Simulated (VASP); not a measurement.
A run of VASP 6.6.1:

File INCAR:

```
SYSTEM = KI
PREC = Accurate
ENCUT = 520
EDIFF = 1E-6
ISMEAR = 0
SIGMA = 0.01
LREAL = .False.
LASPH = .True.
NELM = 60
ALGO = Normal
ISIF = 2
LWAVE = .False.
LCHARG = .True.
GGA = PE
LELF = .True.
LVHAR = .True.
NBANDS = 24
```

The input KPOINTS:

```
Automatic mesh
0
Gamma
  6 6 4
  0 0 0
```

POSCAR

```
KI
1.0
    5.0197656856      0.0000000000      0.0000000000
   -2.5098828428      4.3472446048      0.0000000000
    0.0000000000      0.0000000000      8.7541049744
K I
2 2
Direct
    0.0000000000      0.0000000000      0.0000000000
    0.0000000000      0.0000000000      0.5000000000
    0.3333333333      0.6666666667      0.2500000000
    0.6666666667      0.3333333333      0.7500000000
```

Potentials or basis: VASP PAW PBE potentials, release 64 (K_sv, I).

Command:

```sh
$ cat potpaw_PBE.64/K_sv/POTCAR potpaw_PBE.64/I/POTCAR > POTCAR
$ mpirun -np 1 vasp_std > vasp.out
```

Hardware: 1 thread of Intel Xeon 6975P-C, with other jobs on the host.

Problem. How long does it take, and how much memory?

Solution. Wall time 2.3 min on 1 thread of Intel Xeon 6975P-C, on a shared host, peak memory 0.35 GiB. Counts: scf iterations 14, k points 21.
